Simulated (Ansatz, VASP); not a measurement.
ZrSc: VASP beside Ansatz

INCAR

```
SYSTEM = ZrSc
PREC = Accurate
ENCUT = 520
EDIFF = 1E-7
ISMEAR = 0
SIGMA = 0.15
LREAL = .False.
LASPH = .True.
NELM = 80
ALGO = Fast
ISIF = 2
LWAVE = .False.
LCHARG = .False.
GGA = CA
NBANDS = 18
```

KPOINTS

```
regular mesh
0
Gamma
  18 18 10
  0 0 0
```

Contents of POSCAR:

```
ZrSc
1.0
    3.4655924731      0.0000000000      0.0000000000
   -1.7327962365      3.0012911208      0.0000000000
    0.0000000000      0.0000000000      4.6256745281
Zr Sc
1 1
Direct
    0.6666666667      0.3333333333      0.0000000000
    0.0000000000      0.0000000000      0.5000000000
```

Input for Ansatz:

```yaml
crystal:
  lattice:
    - [3.4655924731, 0.0, 0.0]
    - [-1.7327962365, 3.0012911208, 0.0]
    - [0.0, 0.0, 4.6256745281]
  atoms:
    - { symbol: Zr, position: [0.6666666667, 0.3333333333, 0.0] }
    - { symbol: Sc, position: [0.0, 0.0, 0.5] }
basis:
  ecutwfc: 420
kpoints:
  mp_grid: { grid: [18, 18, 10] }
hamiltonian:
  xc: lda
scf:
  occupations: { method: gaussian, width: 0.15 }
output:
  forces: true
  stress: true
  eigenvalues: true
```

Alike in both runs: task single point; functional LDA; k mesh 18 × 18 × 10; occupations gaussian, width 0.15 eV; no spin polarisation.

```csv
,VASP,Ansatz
version,VASP 6.6.1,Ansatz 0.2.0
potentials or method,"VASP PAW LDA potentials, release 64 (Zr_sv, Sc_sv), cutoff 520 eV","scalar-relativistic, plane waves, PAW"
valence electrons in the cell,23,23
```

|  | VASP | Ansatz | Ansatz less VASP |
| --- | --- | --- | --- |
| gap on the k mesh at the Fermi level (eV) | none | none | - |
| pressure (GPa) | -5.9 | -6.0 | -0.10 |
| traceless stress, the component that is largest in VASP (GPa) | 8.32 | 8.31 | -0.006 |

LDA's correlation is that of Perdew and Zunger in VASP and of Perdew and Wang (1992) in Ansatz. A gap of «none» marks a metal or a gap that the smearing closes.
